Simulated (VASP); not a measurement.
Input of a VASP 6.6.1 run:

Contents of INCAR:

```
  PREC = Accurate
  ENCUT = 520
  EDIFF = 1E-6
  ISMEAR = -1
  SIGMA = 0.05
  LREAL = False
  LASPH = True
  NELM = 60
  ALGO = Normal
  ISIF = 2
  LWAVE = False
  LCHARG = True
  GGA = PE
  LELF = True
  LVHAR = True
  NBANDS = 17
```

KPOINTS

```
regular mesh
0
Gamma
  11 11 11
```

File POSCAR:

```
KLa
1.0
    1.9123168285     -1.1040766357      7.5026813705
    0.0000000000      2.2081532714      7.5026813705
   -1.9123168285     -1.1040766357      7.5026813705
K La
1 1
Direct
    0.0000000000      0.0000000000      0.0000000000
    0.5000000000      0.5000000000      0.5000000000
```

Potentials or basis: VASP PAW PBE potentials, release 64 (K_sv, La).

Launch:

```sh
$ cat potpaw_PBE.64/K_sv/POTCAR potpaw_PBE.64/La/POTCAR > POTCAR
$ mpirun -np 1 vasp_std > vasp.out
```

Predict the pressure.

-0.4 GPa.

What does it give for the band gap on the k mesh?

Zero (bands 10 and 11 overlap by 0.48 eV).

Stress tensor (GPa, compression positive):
```
-0.43  0.00  0.00
 0.00 -0.43  0.00
 0.00  0.00 -0.33
```

Caveat: spin-orbit coupling is left out, which moves the levels of the heavy elements.
